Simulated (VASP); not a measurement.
# In3GaAs4 (P-43m) in VASP: further runs, part 2 of 2

VASP 6.6.1. Earlier steps stand in the parts before.

### 5 Relaxation of cell and atoms, PBE

This run uses another cell than the first one, of 23.82 Å³/atom.

File INCAR:

```
SYSTEM = In3GaAs4
PREC = Accurate ; ENCUT = 600
EDIFF = 1E-6 ; ISMEAR = 0
SIGMA = 0.1 ; LREAL = .False.
LASPH = .True. ; NELM = 100
ALGO = Normal ; ISIF = 3
LWAVE = .False. ; LCHARG = .False.
GGA = PE ; IBRION = 2
NSW = 90 ; EDIFFG = -0.04
```

File KPOINTS:

```
regular mesh
0
Gamma
  4 4 4
  0 0 0
```

File POSCAR:

```
In3GaAs4
1.0
    5.7544699800      0.0000000000      0.0000000000
    0.0000000000      5.7544699800      0.0000000000
    0.0000000000      0.0000000000      5.7544699800
In Ga As
3 1 4
Direct
    0.5000000000      0.0000000000      0.0000000000
    0.0000000000      0.0000000000      0.5000000000
    0.0000000000      0.5000000000      0.0000000000
    0.5000000000      0.5000000000      0.5000000000
    0.2500000000      0.7500000000      0.2500000000
    0.2500000000      0.2500000000      0.7500000000
    0.7500000000      0.7500000000      0.7500000000
    0.7500000000      0.2500000000      0.2500000000
```

The run is started by

```bash
> cat potpaw_PBE.64/In_d/POTCAR potpaw_PBE.64/Ga_d/POTCAR potpaw_PBE.64/As/POTCAR > POTCAR
> mpirun -np 1 vasp_std > vasp.out
```

Run time: 5.7 min. Hardware: 1 thread of Intel Xeon Platinum 8488C (Sapphire Rapids), shared host; peak memory 0.39 GiB.

It converged, with:

| Property | Result |
| --- | --- |
| Free energy | -31.3087 eV |
| Relaxed volume | 28.04 Å³/atom |
| Relaxed cell | a = 6.076 Å, b = 6.076 Å, c = 6.076 Å, α = 90.00°, β = 90.00°, γ = 90.00° |
| Space group after relaxing (to 0.1 Å) | P-43m (No. 215) |
| Energy gained by relaxing | 183.1 meV/atom |
| Ionic steps | 5 |
| Pressure after relaxing | 0.1 GPa |
| Band gap on the k mesh | zero (filled and empty bands touch) |

The path:
| step | energy change (eV) | largest force (eV/Å) | pressure (GPa) | volume (Å³) |
| --- | --- | --- | --- | --- |
| 1 | 0.0000 | 1.4286 | 13.22 | 190.55 |
| 2 | -1.0920 | 0.1677 | -4.12 | 250.06 |
| 3 | -1.4066 | 0.4783 | -0.33 | 227.28 |
| 4 | -1.4430 | 0.3041 | -0.17 | 226.11 |
| 5 | -1.4649 | 0.0097 | 0.13 | 224.31 |

Final structure:
```cif
data_structure
_symmetry_space_group_name_H-M 'P 1'
_symmetry_Int_Tables_number 1
_cell_length_a 6.0760
_cell_length_b 6.0760
_cell_length_c 6.0760
_cell_angle_alpha 90.000
_cell_angle_beta 90.000
_cell_angle_gamma 90.000
_cell_volume 224.31
loop_
_atom_site_label
_atom_site_type_symbol
_atom_site_fract_x
_atom_site_fract_y
_atom_site_fract_z
_atom_site_occupancy
In1 In 0.50000 0.00000 0.00000 1
In2 In 0.00000 0.00000 0.50000 1
In3 In 0.00000 0.50000 0.00000 1
Ga1 Ga 0.50000 0.50000 0.50000 1
As1 As 0.25992 0.74008 0.25992 1
As2 As 0.25992 0.25992 0.74008 1
As3 As 0.74008 0.74008 0.74008 1
As4 As 0.74008 0.25992 0.25992 1
```

Levels at points of the mesh, in eV from the Fermi level:
| k point | band 34 | band 35 | band 36 | band 37 | band 38 | band 39 |
| --- | --- | --- | --- | --- | --- | --- |
| (0.00, 0.00, 0.00) | -0.47 | -0.03 | -0.03 | -0.03 | 1.62 | 1.62 |
| (0.50, 0.00, 0.00) | -1.49 | -1.21 | -1.21 | 2.11 | 2.19 | 2.64 |
| (0.50, 0.50, 0.00) | -1.13 | -1.01 | -0.73 | 2.18 | 2.20 | 2.67 |
| (0.50, 0.50, 0.50) | -0.87 | -0.76 | -0.76 | 0.44 | 0.89 | 0.89 |

Caveat: the volume moved by over 15 % at a fixed basis, so the end points are rough; semilocal functionals underestimate gaps, and a narrow one can read as zero; spin-orbit coupling is left out, which moves the levels of the heavy elements.

### 6 Relaxation of cell and atoms, PBE

File INCAR:

```
SYSTEM = In3GaAs4
  PREC = Accurate
  ENCUT = 600
  EDIFF = 1E-6
  ISMEAR = 0
  SIGMA = 0.1
  LREAL = .FALSE.
  LASPH = .TRUE.
  NELM = 80
  ALGO = Normal
  ISIF = 3
  LWAVE = .FALSE.
  LCHARG = .FALSE.
  GGA = PE
  IBRION = 2
  NSW = 100
  EDIFFG = -0.01
```

File KPOINTS:

```
Automatic mesh
0
G
  6 6 6
  0 0 0
```

File POSCAR:

```
In3GaAs4
1.0
    6.0691866964      0.0000000000      0.0000000000
    0.0000000000      6.0691866964      0.0000000000
    0.0000000000      0.0000000000      6.0691866964
In Ga As
3 1 4
Direct
    0.5000000000      0.0000000000      0.0000000000
    0.0000000000      0.0000000000      0.5000000000
    0.0000000000      0.5000000000      0.0000000000
    0.5000000000      0.5000000000      0.5000000000
    0.2599342644      0.7400657356      0.2599342644
    0.2599342644      0.2599342644      0.7400657356
    0.7400657356      0.7400657356      0.7400657356
    0.7400657356      0.2599342644      0.2599342644
```

Potentials or basis: VASP PAW PBE potentials, release 64 (In_d, Ga_d, As).

The run is started by

```bash
> cat potpaw_PBE.64/In_d/POTCAR potpaw_PBE.64/Ga_d/POTCAR potpaw_PBE.64/As/POTCAR > POTCAR
> mpirun -np 1 vasp_std > vasp.out
```

It took 5.5 min on 1 thread of Intel Xeon Platinum 8488C (Sapphire Rapids), shared host; peak memory 0.48 GiB.

Results (log left out):

```
Free energy                           : -31.3289 eV
Relaxed volume                        : 28.10 Å³/atom
Relaxed cell                          : a = 6.080 Å, b = 6.080 Å, c = 6.080 Å, α = 90.00°, β = 90.00°, γ = 90.00°
Space group after relaxing (to 0.1 Å) : P-43m (No. 215)
Energy gained by relaxing             : 0.1 meV/atom
Ionic steps                           : 3
Pressure after relaxing               : 0.0 GPa
Largest force after relaxing          : 0.004 eV/Å
Band gap on the k mesh                : zero (filled and empty bands touch)
```

Forces on the atoms (eV/Å):
```
In   0.000  0.000  0.000
In   0.000  0.000  0.000
In   0.000  0.000  0.000
Ga   0.000  0.000  0.000
As   0.002 -0.002  0.002
As   0.002  0.002 -0.002
As  -0.002 -0.002 -0.002
As  -0.002  0.002  0.002
```

The path:
```tsv
step	energy change (eV)	largest force (eV/Å)	pressure (GPa)	volume (Å³)
1	0.0000	0.0110	0.29	223.56
2	-0.0010	0.0010	-0.09	225.18
3	-0.0011	0.0036	0.00	224.78
```

Final structure:
```xyz
8
Lattice="6.0803 0.0000 0.0000 0.0000 6.0803 0.0000 0.0000 0.0000 6.0803" Properties=species:S:1:pos:R:3 pbc="T T T"
In    3.0401    0.0000    0.0000
In    0.0000    0.0000    3.0401
In    0.0000    3.0401    0.0000
Ga    3.0401    3.0401    3.0401
As    1.5807    4.4996    1.5807
As    1.5807    1.5807    4.4996
As    4.4996    4.4996    4.4996
As    4.4996    1.5807    1.5807
```

Levels at points of the mesh, in eV from the Fermi level:
```tsv
k point	band 32	band 33	band 34	band 35	band 36	band 37	band 38	band 39	band 40	band 41
(0.00, 0.00, 0.00)	-2.15	-2.15	-0.50	-0.05	-0.05	-0.05	1.60	1.60	1.60	1.82
(0.50, 0.00, 0.00)	-2.78	-1.51	-1.51	-1.23	-1.23	2.09	2.17	2.61	2.77	3.94
(0.50, 0.50, 0.00)	-2.63	-1.15	-1.15	-1.03	-0.75	2.15	2.17	2.64	2.64	4.65
(0.50, 0.50, 0.50)	-0.88	-0.88	-0.88	-0.78	-0.78	0.41	0.86	0.86	0.86	4.42
```

Caveat: semilocal functionals underestimate gaps, and a narrow one can read as zero; spin-orbit coupling is left out, which moves the levels of the heavy elements.

### 7 The runs side by side

```csv
task,cell,k mesh,cutoff (eV),gap on the mesh (eV),pressure (GPa),relaxed volume (Å³/atom)
single point,"a = 6.069 Å, 8 atoms, atomic positions A",4 × 4 × 4,520,none,0.3,-
single point,"a = 5.754 Å, 8 atoms, atomic positions B",4 × 4 × 4,520,0.42,13.2,-
single point,"a = 6.077 Å, 8 atoms, atomic positions C",6 × 6 × 6,520,none,0.1,-
relaxation of cell and atoms,"relaxed from a = 5.754 Å, 8 atoms, atomic positions B",4 × 4 × 4,600,none,0.1,28.04
relaxation of cell and atoms,"relaxed from a = 6.069 Å, 8 atoms, atomic positions A",6 × 6 × 6,600,none,0.0,28.10
```

Alike in all rows: level PBE; potentials or basis VASP PAW PBE potentials, release 64 (In_d, Ga_d, As); no spin polarisation; smearing gaussian 0.1 eV.

Caveats: semilocal functionals underestimate gaps, and a narrow one can read as zero; spin-orbit coupling is left out, which moves the levels of the heavy elements; the cell stands under pressure (at least some runs); the volume moved by over 15 % at a fixed basis, so the end points are rough (at least some runs).

Absolute energies hang on the potentials; compare differences alone.
